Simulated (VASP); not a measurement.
# ZrSiO4 in VASP: single point with PBEsol

Aim: the single point of ZrSiO4 with PBEsol.

All numbers are computed with VASP 6.6.1; they aren't measurements. Logs are shortened: lines on timing, memory, paths and dates and some standing lists are left out, and cuts for length are marked.

## (1) The cell of the first run

The typed cell holds 36 atoms: a = 6.616 Å, b = 6.616 Å, c = 10.113 Å, α = 109.09°, β = 109.09°, γ = 90.00°.

## (2) Single point, PBEsol

File INCAR:

```
SYSTEM = ZrSiO4
PREC = Accurate ; ENCUT = 600
EDIFF = 1E-6 ; ISMEAR = 0
SIGMA = 0.02 ; LREAL = Auto
LASPH = .TRUE. ; NELM = 120
ALGO = Normal ; ISIF = 2
LWAVE = .FALSE. ; LCHARG = .FALSE.
GGA = PS ; NBANDS = 144
GGA_COMPAT = .FALSE.
```

File KPOINTS:

```
regular mesh
0
G
  2 2 2
  0 0 0
```

File POSCAR:

```
ZrSiO4
1.0
   -6.6161706959      0.0000000000      0.0000000000
    0.0000000000      6.6161706959      0.0000000000
    3.3080853480     -3.3080853480     -8.9654081506
Zr Si O
6 6 24
Direct
    0.0022236558      0.0001377107      0.0007896268
    0.3355606639      0.3334339883      0.6674569475
    0.6688886519      0.6667724582      0.3341246273
    0.2521959832      0.7501205427      0.5007916972
    0.5855699561      0.0834278693      0.1674565310
    0.9188935398      0.4167932885      0.8341262048
    0.8355173096      0.8334500132      0.6674551742
    0.1688975066      0.1667978274      0.3341206988
    0.5022300161      0.5000912938      1.0007925226
    0.7522459270      0.2501175067      0.5007891571
    0.0855660381      0.5834794528      0.1674607127
    0.4188779533      0.9167561143      0.8341235546
    0.8957259504      0.7092228052      0.7879804916
    0.2290631480      0.0425474796      0.4546380381
    0.5624070938      0.3758508130      0.1213082491
    0.6279788983      0.3103110224      0.6212942945
    0.9613152919      0.6436517129      0.2879748420
    0.2946530665      0.9769344020      0.9546491249
    0.9969928878      0.3104534982      0.6213193820
    0.3303190564      0.6437976042      0.2879788065
    0.6636430662      0.9770989738      0.9546353482
    0.2292007327      0.4115483937      0.4546404320
    0.5625733508      0.7448524608      0.1213132594
    0.8958780711      0.0782136510      0.7879747944
    0.9597556522      0.7731404601      0.5469342142
    0.2931567929      0.1065003632      0.2136144461
    0.6264785964      0.4397878178      0.8802756051
    0.6919609289      0.3743429994      0.3802643454
    0.0252746128      0.7077132235      0.0469398801
    0.3585431549      0.0409957357      0.7136019379
    0.6920400924      0.0053503487      0.3802730655
    0.0253585010      0.3387169319      0.0469404142
    0.3586435882      0.6720006875      0.7135987965
    0.9241432483      0.1065786877      0.2135905280
    0.2574777439      0.4398821721      0.8802713580
    0.5907615628      0.7732212000      0.5469361750
```

Potentials or basis: VASP PAW PBE potentials, release 64 (Zr_sv, Si, O).

Run with:

```
$ cat potpaw_PBE.64/Zr_sv/POTCAR potpaw_PBE.64/Si/POTCAR potpaw_PBE.64/O/POTCAR > POTCAR
$ mpirun -np 1 vasp_std > vasp.out
```

OUTCAR:

```text
SYSTEM = ZrSiO4
   PREC = Accurate
   ENCUT = 600
   EDIFF = 1E-6
   ISMEAR = 0
   LREAL = Auto
   LASPH = .TRUE.
   NELM = 120
   ISIF = 2
   GGA = PS

 ion  position               nearest neighbor table
   1  0.002  0.000  0.001-  18 2.13  29 2.13  32 2.13  21 2.13  34 2.26  24 2.26  13 2.27  26 2.27
                             8 2.99   7 2.99   6 3.63   5 3.63   6 3.63   5 3.63
   2  0.336  0.333  0.667-  33 2.13  19 2.13  16 2.13  30 2.13  14 2.26  35 2.27  27 2.27  22 2.27
                             9 2.99   8 2.99   4 3.63   6 3.63   6 3.63   4 3.63
   3  0.669  0.667  0.334-  20 2.13  28 2.13  17 2.13  31 2.13  25 2.26  23 2.26  15 2.27  36 2.27
                             7 2.99   9 2.99   4 3.63   5 3.63   5 3.63   4 3.63
   4  0.252  0.750  0.501-  36 2.13  22 2.13  14 2.13  25 2.13  30 2.26  17 2.26  33 2.27  20 2.27
                            11 2.99  12 2.99   3 3.63   2 3.63   2 3.63   3 3.63
   5  0.586  0.083  0.167-  26 2.13  15 2.13  23 2.13  34 2.13  31 2.27  28 2.27  21 2.27  18 2.27
                            10 2.99  12 2.99   1 3.63   3 3.63   3 3.63   1 3.63
   6  0.919  0.417  0.834-  27 2.13  13 2.13  24 2.13  35 2.13  32 2.26  19 2.26  29 2.27  16 2.27
                            11 2.99  10 2.99   1 3.63   2 3.63   2 3.63   1 3.63
   7  0.836  0.833  0.667-  36 1.63  13 1.63  25 1.63  24 1.63   3 2.99   1 2.99
   8  0.169  0.167  0.334-  22 1.63  26 1.63  34 1.63  14 1.63   1 2.99   2 2.99
   9  0.502  0.500  0.001-  35 1.63  15 1.63  23 1.63  27 1.63   3 2.99   2 2.99
  10  0.752  0.250  0.501-  28 1.63  19 1.63  16 1.63  31 1.63   5 2.99   6 2.99
  11  0.086  0.583  0.167-  20 1.63  29 1.63  17 1.63  32 1.63   4 2.99   6 2.99
[... 23 lines left out ...]
  35  0.257  0.440  0.880-   9 1.63   6 2.13   2 2.27
  36  0.591  0.773  0.547-   7 1.63   4 2.13   3 2.27

  LATTYP: Found a body centered tetragonal cell.
 ALAT       =     6.6161706959
 C/A-ratio  =     2.7101501949

  Lattice vectors:

 A1 = (  -3.3080853480,  -3.3080853479,   8.9654081506)
 A2 = (   3.3080853479,   3.3080853480,   8.9654081506)
 A3 = (  -3.3080853479,   3.3080853479,  -8.9654081506)

Analysis of symmetry for initial positions (statically):
=====================================================================
 Subroutine PRICEL returns:
 Original cell was already a primitive cell.

 Routine SETGRP: Setting up the symmetry group for a
 body centered tetragonal supercell.

 Subroutine GETGRP returns: Found  1 space group operations
 (whereof  1 operations were pure point group operations)
 out of a pool of 16 trial point group operations.

The static configuration has the point symmetry C_1 .

Analysis of symmetry for dynamics (positions and initial velocities):
=====================================================================
 Subroutine PRICEL returns:
 Original cell was already a primitive cell.

[... 171 lines left out ...]
   EMIN   =  10.00;   EMAX   =-10.00  energy-range for DOS
   EFERMI =   0.00;   METHOD = LEGACY
   ISMEAR =     0;   SIGMA  =   0.02  broadening in eV -4-tet -1-fermi 0-gaus
   EFERMI_NEDOS =   21; number of points for ismear=-14 and -15
   IALGO  =     38    algorithm
   IMIX   =      4    mixing-type and parameters
     AMIX     =   0.40;   BMIX     =  1.00
     AMIX_MAG =   1.60;   BMIX_MAG =  1.00
  volume/ion in A,a.u.               =      10.90        73.57
  Fermi-wavevector in a.u.,A,eV,Ry     =   1.389582  2.625929 26.271997  1.930937
  Thomas-Fermi vector in A             =   2.513599
   LORBIT       =      0    0 simple, 1 ext, 2 COOP (PROOUT), +10 PAW based schemes
   GGA     = PS    functional components
   LHFCALC =     F    Hartree Fock is set to
   AEXX    =    0.0000 exact exchange contribution
   IVDW    =     0    specifies the selected vdW correction
   LEPSILON=     F    determine dielectric tensor
   LRPA    =     F    only Hartree local field effects (RPA)
 non-spin polarized calculation
 Gauss-broadening in eV      SIGMA  =   0.02
  energy-cutoff  :      600.00
  volume of cell :      392.45
 maximum number of plane-waves:     13143
 NGX is ok and might be reduce to    54
   NGX = 27   NGY = 27   NGZ = 41

 number of electron     240.0000014 magnetization

 Free energy of the ion-electron system (eV)
  ---------------------------------------------------
  ext. energy  EPLUGINS =         0.00000000
  ---------------------------------------------------
  free energy    TOTEN  =      -329.77087048 eV

  energy without entropy =     -329.77087048  energy(sigma->0) =     -329.77087048

 E-fermi :   4.7507     XC(G=0): -11.2854

 val. band max:        4.6370252939   @ k =   0.0000   0.0000   0.0000
 cond. band min:       9.3602808356   @ k =   0.5000   0.5000   0.5000
 fundamental gap:      4.7232555416
 Fermi energy:         4.7506914313

 k-point     1 :       0.0000    0.0000    0.0000
  band No.  band energies     occupation
      1     -42.7674      2.00000
      2     -42.7600      2.00000
      3     -42.7600      2.00000
      4     -42.7454      2.00000
      5     -42.7454      2.00000
      6     -42.7381      2.00000
[... 1069 lines left out ...]
    131      10.4920      0.00000
    132      10.4920      0.00000
 [bands above 132 left out]

------------------------ aborting loop because EDIFF is reached ----------------------------------------

  FORCE on cell =-STRESS in cart. coord.  units (eV):
  Direction    XX          YY          ZZ          XY          YZ          ZX
  --------------------------------------------------------------------------------------
  -------------------------------------------------------------------------------------
  Total        0.4867844      0.4428297      1.7799134      0.0081966     -0.0030467      0.0049946
  in kB        1.9873013      1.8078559      7.2665119      0.0334628     -0.0124381      0.0203905
  external PRESSURE =       3.6872230 kB  Pullay stress =       0.0000000 kB

 VOLUME and BASIS-vectors are now :
 -----------------------------------------------------------------------------
  energy-cutoff  :      600.00
  volume of cell :      392.45
      direct lattice vectors                 reciprocal lattice vectors
    -6.616170696  0.000000000  0.000000000    -0.151144831  0.000000000 -0.055769909
     0.000000000  6.616170696  0.000000000     0.000000000  0.151144831 -0.055769909
     3.308085348 -3.308085348 -8.965408151     0.000000000  0.000000000 -0.111539819

 POSITION                                       TOTAL-FORCE (eV/Angst)
 -----------------------------------------------------------------------------------
     -0.01210     -0.00170     -0.00708         0.000599      0.000369     -0.000378
     -0.01212     -0.00195     -5.98402         0.000957      0.001330      0.000194
     -3.32017      3.30617     -2.99556         0.001369      0.001035      0.000168
     -0.01191      3.30626     -4.48980         0.004077      0.002114     -0.001636
     -3.32027     -0.00199     -1.50132         0.003872      0.002605     -0.002524
     -3.32020     -0.00179     -7.47828         0.002981      0.002847     -0.002249
[... 28 lines left out ...]
      1.20850     -0.00168     -7.89199         0.065585      0.001327      0.040130
     -2.09927      3.30645     -4.90351         0.063978      0.001155      0.039424
 -----------------------------------------------------------------------------------
    total drift:                                0.014000     -0.016231      0.008573

  FREE ENERGIE OF THE ION-ELECTRON SYSTEM (eV)
  ---------------------------------------------------
  free  energy   TOTEN  =      -329.7708704835 eV

  energy  without entropy=     -329.7708704835  energy(sigma->0) =     -329.77087048
```

OSZICAR:

```text
N       E                     dE             d eps       ncg     rms          rms(c)
DAV:   1     0.225042167489E+04    0.22504E+04   -0.14449E+05  2304   0.185E+03
DAV:   2    -0.183796437846E+03   -0.24342E+04   -0.23628E+04  2800   0.456E+02
DAV:   3    -0.367606033268E+03   -0.18381E+03   -0.18294E+03  2768   0.126E+02
DAV:   4    -0.379139214382E+03   -0.11533E+02   -0.11522E+02  3824   0.249E+01
DAV:   5    -0.379836167099E+03   -0.69695E+00   -0.69688E+00  3136   0.431E+00    0.697E+01
DAV:   6    -0.329501226391E+03    0.50335E+02   -0.22885E+02  2928   0.460E+01    0.306E+01
DAV:   7    -0.329913601448E+03   -0.41238E+00   -0.17641E+01  3200   0.105E+01    0.153E+01
DAV:   8    -0.329808617896E+03    0.10498E+00   -0.23348E+00  2776   0.446E+00    0.253E+00
DAV:   9    -0.329772157435E+03    0.36460E-01   -0.61147E-01  2704   0.195E+00    0.102E+00
DAV:  10    -0.329775089338E+03   -0.29319E-02   -0.13229E-01  2600   0.127E+00    0.658E-01
DAV:  11    -0.329770586512E+03    0.45028E-02   -0.23506E-02  2584   0.520E-01    0.189E-01
DAV:  12    -0.329770947611E+03   -0.36110E-03   -0.20988E-03  3344   0.139E-01    0.158E-01
DAV:  13    -0.329770863827E+03    0.83784E-04   -0.40447E-04  2800   0.725E-02    0.262E-02
DAV:  14    -0.329770869794E+03   -0.59674E-05   -0.62729E-05  3352   0.196E-02    0.154E-02
DAV:  15    -0.329770871101E+03   -0.13061E-05   -0.35404E-06  2224   0.643E-03    0.101E-02
DAV:  16    -0.329770870483E+03    0.61701E-06   -0.49829E-06  2136   0.662E-03
   1 F= -.32977087E+03 E0= -.32977087E+03  d E =-.132332E-16
```

stdout:

```text
POSCAR found type information on POSCAR ZrSiO
 POSCAR found :  3 types and      36 ions
 scaLAPACK will be used
 -----------------------------------------------------------------------------
|                                                                             |
|                                                                             |
|     You enforced a specific xc type in the INCAR file but a different       |
|     I HOPE YOU KNOW WHAT YOU ARE DOING!                                     |
|                                                                             |
 -----------------------------------------------------------------------------

 LDA part: xc-table for (Slater+PW92), standard interpolation
 POSCAR, INCAR and KPOINTS ok, starting setup
 FFT: planning ... GRIDC
 FFT: planning ... GRID_SOFT
 FFT: planning ... GRID
 WAVECAR not read
 entering main loop
```

It took 36 min on 1 thread of Intel Xeon 8259CL, shared host; peak memory 0.75 GiB.

Results:

```
Free energy            : -329.7709 eV
Pressure               : 0.4 GPa
Largest force          : 0.080 eV/Å
Band gap on the k mesh : 4.72 eV
```

Forces on the atoms (eV/Å):
```
Zr   0.001  0.000  0.000
Zr   0.001  0.001  0.000
Zr   0.001  0.001  0.000
Zr   0.004  0.002 -0.002
Zr   0.004  0.003 -0.003
Zr   0.003  0.003 -0.002
Si  -0.001 -0.003  0.000
Si   0.000 -0.005  0.001
Si  -0.001 -0.003  0.001
Si   0.002 -0.002  0.002
Si   0.001 -0.002  0.002
Si   0.001 -0.001  0.002
O   -0.001 -0.067 -0.042
O   -0.001 -0.065 -0.042
O   -0.001 -0.065 -0.043
O    0.066  0.000 -0.040
O    0.065  0.000 -0.039
O    0.066  0.001 -0.039
O   -0.066  0.000 -0.039
O   -0.066 -0.001 -0.039
O   -0.066 -0.001 -0.039
O    0.001  0.067 -0.042
O    0.001  0.067 -0.040
O    0.001  0.067 -0.041
O   -0.069  0.001  0.040
O   -0.067  0.001  0.041
O   -0.067  0.001  0.041
O    0.000  0.066  0.040
O    0.000  0.065  0.040
O   -0.002  0.066  0.040
O   -0.001 -0.066  0.040
O   -0.002 -0.067  0.041
O   -0.003 -0.066  0.040
O    0.065  0.001  0.040
O    0.066  0.001  0.040
O    0.064  0.001  0.039
```

Levels at points of the mesh, in eV from the valence-band top:
| k point | band 117 | band 118 | band 119 | band 120 | band 121 | band 122 | band 123 | band 124 |
| --- | --- | --- | --- | --- | --- | --- | --- | --- |
| (0.00, 0.00, 0.00) | -0.42 | -0.42 | -0.42 | 0.00 | 4.95 | 5.17 | 5.17 | 5.35 |
| (0.50, 0.00, 0.00) | -0.35 | -0.35 | -0.26 | -0.18 | 4.90 | 4.96 | 4.96 | 5.09 |
| (0.00, 0.50, 0.50) | -0.35 | -0.35 | -0.26 | -0.18 | 4.90 | 4.96 | 4.96 | 5.09 |
| (0.50, 0.00, 0.50) | -0.35 | -0.35 | -0.26 | -0.18 | 4.90 | 4.96 | 4.96 | 5.09 |
| (0.00, 0.50, 0.00) | -0.35 | -0.35 | -0.26 | -0.18 | 4.90 | 4.96 | 4.96 | 5.09 |
| (0.50, 0.50, 0.00) | -0.51 | -0.51 | -0.51 | -0.51 | 4.72 | 4.72 | 4.72 | 4.72 |
| (0.50, 0.50, 0.50) | -0.51 | -0.51 | -0.51 | -0.51 | 4.72 | 4.72 | 4.72 | 4.72 |
| (0.00, 0.00, 0.50) | -0.29 | -0.29 | -0.05 | -0.05 | 5.00 | 5.00 | 5.50 | 5.50 |

Caveat: the k points lie up to 0.51 Å⁻¹ apart; the PAW data sets were made with another functional, which shifts forces and pressure a little. A k mesh can miss the band edges.
